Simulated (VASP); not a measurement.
# MoS2 (P-3m1) in VASP: a series of runs, part 2 of 2

VASP 6.6.1.

## 3. Single point, PBEsol

This run uses another cell than the first one, of 19.93 Å³/atom, 1.024 times its volume.

The input, INCAR:

```
PREC     = Accurate       # precision mode
ENCUT    = 520            # plane-wave cutoff, eV
EDIFF    = 1E-7           # SCF threshold, eV
ISMEAR   = 1              # smearing method
SIGMA    = 0.15           # smearing width, eV
LREAL    = F              # projectors in reciprocal space
LASPH    = T              # aspherical terms in the spheres
NELM     = 100            # most SCF steps
ALGO     = Normal         # electronic algorithm
ISIF     = 2              # what is computed and relaxed
LWAVE    = F              # write WAVECAR
LCHARG   = F              # write CHGCAR
GGA      = PS             # functional
NBANDS   = 20             # bands
```

The input, KPOINTS:

```
Automatic mesh
0
Gamma
  10 10 5
```

The input, POSCAR:

```
MoS2
1.0
    3.2803836677      0.0000000000      0.0000000000
   -1.6401913257      2.8408948995      0.0000000000
    0.0000000000      0.0000000000      6.4159745597
Mo S
1 2
Direct
    0.0000000000      0.0000000000      0.5000000000
    0.3333333333      0.6666666667      0.2553190000
    0.6666666667      0.3333333333      0.7446810000
```

Potentials or basis: VASP PAW PBE potentials, release 64 (Mo_sv, S).

Run with:

```
$ cat potpaw_PBE.64/Mo_sv/POTCAR potpaw_PBE.64/S/POTCAR > POTCAR
$ mpirun -np 1 vasp_std > vasp.out
```

OUTCAR:

```text
PREC = Accurate
   ENCUT = 520
   EDIFF = 1E-7
   ISMEAR = 1
   LREAL = F
   LASPH = T
   NELM = 100
   ISIF = 2
   GGA = PS

 ion  position               nearest neighbor table
   1  0.000  0.000  0.500-   2 2.46   3 2.46   3 2.46   2 2.46   3 2.46   2 2.46
   2  0.333  0.667  0.255-   1 2.46   1 2.46   1 2.46
   3  0.667  0.333  0.745-   1 2.46   1 2.46   1 2.46

  LATTYP: Found a hexagonal cell.
 ALAT       =     3.2803836677
 C/A-ratio  =     1.9558610241

  Lattice vectors:

 A1 = (   3.2803836677,   0.0000000000,   0.0000000000)
 A2 = (  -1.6401913257,   2.8408948995,   0.0000000000)
 A3 = (   0.0000000000,   0.0000000000,   6.4159745597)

Analysis of symmetry for initial positions (statically):
=====================================================================
 Subroutine PRICEL returns:
 Original cell was already a primitive cell.

 Routine SETGRP: Setting up the symmetry group for a
 hexagonal supercell.

 Subroutine GETGRP returns: Found 12 space group operations
 (whereof 12 operations were pure point group operations)
 out of a pool of 24 trial point group operations.

The static configuration has the point symmetry D_3d.

Analysis of symmetry for dynamics (positions and initial velocities):
=====================================================================
 Subroutine PRICEL returns:
 Original cell was already a primitive cell.

 Routine SETGRP: Setting up the symmetry group for a
 hexagonal supercell.

 Subroutine GETGRP returns: Found 12 space group operations
 (whereof 12 operations were pure point group operations)
 out of a pool of 24 trial point group operations.

The dynamic configuration has the point symmetry D_3d.

[... 106 lines left out ...]
   ISIF   =      2    stress and relaxation
   ISYM   =      2    0-nonsym 1-usesym 2-fastsym
   POTIM  = 0.5000    time-step for ionic-motion
   TEBEG  =    0.0;   TEEND  =   0.0 temperature during run
   PSTRESS=    0.0 pullay stress
   NELECT =      26.0000    total number of electrons
   NUPDOWN=      -1.0000    fix difference up-down
   EMIN   =  10.00;   EMAX   =-10.00  energy-range for DOS
   EFERMI =   0.00;   METHOD = LEGACY
   ISMEAR =     1;   SIGMA  =   0.15  broadening in eV -4-tet -1-fermi 0-gaus
   EFERMI_NEDOS =   21; number of points for ismear=-14 and -15
   IALGO  =     38    algorithm
   IMIX   =      4    mixing-type and parameters
     AMIX     =   0.40;   BMIX     =  1.00
     AMIX_MAG =   1.60;   BMIX_MAG =  1.00
  volume/ion in A,a.u.               =      19.93       134.50
  Fermi-wavevector in a.u.,A,eV,Ry     =   1.240276  2.343782 20.929644  1.538285
  Thomas-Fermi vector in A             =   2.374724
   LORBIT       =      0    0 simple, 1 ext, 2 COOP (PROOUT), +10 PAW based schemes
   GGA     = PS    functional components
   LHFCALC =     F    Hartree Fock is set to
   AEXX    =    0.0000 exact exchange contribution
   IVDW    =     0    specifies the selected vdW correction
   LEPSILON=     F    determine dielectric tensor
   LRPA    =     F    only Hartree local field effects (RPA)
 non-spin polarized calculation
 Methfessel and Paxton  Order N= 1 SIGMA  =   0.15
  energy-cutoff  :      520.00
  volume of cell :       59.79
 maximum number of plane-waves:      1631
   NGX = 13   NGY = 13   NGZ = 23

 number of electron      26.0000001 magnetization

 Free energy of the ion-electron system (eV)
  ---------------------------------------------------
  ext. energy  EPLUGINS =         0.00000000
  ---------------------------------------------------
  free energy    TOTEN  =       -22.45985085 eV

  energy without entropy =      -22.46306622  energy(sigma->0) =      -22.46092264

 E-fermi :   6.2990     XC(G=0): -10.3882

 val. band max:        6.2552271917   @ k =   0.2000   0.2000   0.4000
 cond. band min:       6.3490170183   @ k =   0.1000  -0.0000   0.2000
 fundamental gap:      0.0937898265
 Fermi energy:         6.2990486088

 k-point     1 :       0.0000    0.0000    0.0000
  band No.  band energies     occupation
      1     -55.4849      2.00000
      2     -29.5198      2.00000
      3     -29.5198      2.00000
      4     -29.5030      2.00000
      5      -8.2686      2.00000
      6      -6.9464      2.00000
[... 541 lines left out ...]
     19      12.4451      0.00000
     20      13.8208      0.00000

 [... further k-points ...]
[... 5 lines left out ...]
  --------------------------------------------------------------------------------------
  -------------------------------------------------------------------------------------
  Total       -3.6949809     -3.6949791     -2.5720320     -0.0000007      0.0000000      0.0000000
  in kB      -99.0102908    -99.0102427    -68.9198802     -0.0000177      0.0000000      0.0000000
  external PRESSURE =     -88.9801379 kB  Pullay stress =       0.0000000 kB

 VOLUME and BASIS-vectors are now :
 -----------------------------------------------------------------------------
  energy-cutoff  :      520.00
  volume of cell :       59.79
      direct lattice vectors                 reciprocal lattice vectors
     3.280383668  0.000000000  0.000000000     0.304842391  0.176000825  0.000000000
    -1.640191326  2.840894899  0.000000000     0.000000000  0.352001758  0.000000000
     0.000000000  0.000000000  6.415974560     0.000000000  0.000000000  0.155860967

 POSITION                                       TOTAL-FORCE (eV/Angst)
 -----------------------------------------------------------------------------------
      0.00000      0.00000      3.20799         0.000000      0.000000      0.000000
      0.00000      1.89393      1.63812        -0.000000      0.000000      0.705682
      1.64019      0.94696      4.77785         0.000000     -0.000000     -0.705682
 -----------------------------------------------------------------------------------
    total drift:                                0.000000      0.000000      0.000000

  FREE ENERGIE OF THE ION-ELECTRON SYSTEM (eV)
  ---------------------------------------------------
  free  energy   TOTEN  =       -22.4598508520 eV

  energy  without entropy=      -22.4630662206  energy(sigma->0) =      -22.46092264
```

OSZICAR:

```text
N       E                     dE             d eps       ncg     rms          rms(c)
DAV:   1     0.187225563516E+03    0.18723E+03   -0.14900E+04  2544   0.121E+03
DAV:   2    -0.164233031907E+02   -0.20365E+03   -0.19863E+03  2896   0.308E+02
DAV:   3    -0.241315282501E+02   -0.77082E+01   -0.76081E+01  2808   0.566E+01
DAV:   4    -0.242371862100E+02   -0.10566E+00   -0.10555E+00  2896   0.699E+00
DAV:   5    -0.242387514844E+02   -0.15653E-02   -0.15651E-02  2872   0.818E-01    0.210E+01
DAV:   6    -0.231725495695E+02    0.10662E+01   -0.18098E+01  2400   0.220E+01    0.904E+00
DAV:   7    -0.226211708941E+02    0.55138E+00   -0.77734E+00  2388   0.137E+01    0.533E+00
DAV:   8    -0.224611973191E+02    0.15997E+00   -0.86418E-01  2536   0.496E+00    0.164E+00
DAV:   9    -0.224618605440E+02   -0.66322E-03   -0.34436E-02  2696   0.107E+00    0.617E-01
DAV:  10    -0.224600989398E+02    0.17616E-02   -0.21495E-02  2520   0.863E-01    0.195E-01
DAV:  11    -0.224598979291E+02    0.20101E-03   -0.10533E-03  2620   0.205E-01    0.736E-02
DAV:  12    -0.224598441871E+02    0.53742E-04   -0.14787E-04  2668   0.716E-02    0.463E-02
DAV:  13    -0.224598520788E+02   -0.78917E-05   -0.12974E-04  2468   0.644E-02    0.150E-02
DAV:  14    -0.224598510426E+02    0.10362E-05   -0.50839E-06  2772   0.140E-02    0.100E-02
DAV:  15    -0.224598508391E+02    0.20347E-06   -0.20784E-06  2612   0.697E-03    0.142E-03
DAV:  16    -0.224598508520E+02   -0.12904E-07   -0.54177E-08  1804   0.139E-03
   1 F= -.22459851E+02 E0= -.22460923E+02  d E =0.321537E-02
```

stdout:

```text
POSCAR found type information on POSCAR MoS
 POSCAR found :  2 types and       3 ions
 scaLAPACK will be used
 -----------------------------------------------------------------------------
|                                                                             |
|                                                                             |
|     You enforced a specific xc type in the INCAR file but a different       |
|     I HOPE YOU KNOW WHAT YOU ARE DOING!                                     |
|                                                                             |
 -----------------------------------------------------------------------------

 LDA part: xc-table for (Slater+PW92), standard interpolation
 POSCAR, INCAR and KPOINTS ok, starting setup
 FFT: planning ... GRIDC
 FFT: planning ... GRID_SOFT
 FFT: planning ... GRID
 WAVECAR not read
 entering main loop
```

It took 21 s on 1 thread of Intel Xeon 6975P-C (Granite Rapids), shared host; peak memory 0.21 GiB.

What came out:

```yaml
Free_energy: -22.4599 eV
Pressure: -8.9 GPa
Largest_force: 0.706 eV/Å
Band_gap_on_the_k_mesh: zero (band 13 reaches 6.61 eV, above the bottom of band 14 at 5.85 eV)
```

Forces in eV/Å, atoms in the order of the input:
```
Mo   0.000  0.000  0.000
S    0.000  0.000  0.706
S    0.000  0.000 -0.706
```

Caveat: the PAW data sets were made with another functional, which shifts forces and pressure a little; this functional lacks dispersion, which binds the layers, so the pressure and a relaxed spacing across them are unreliable.
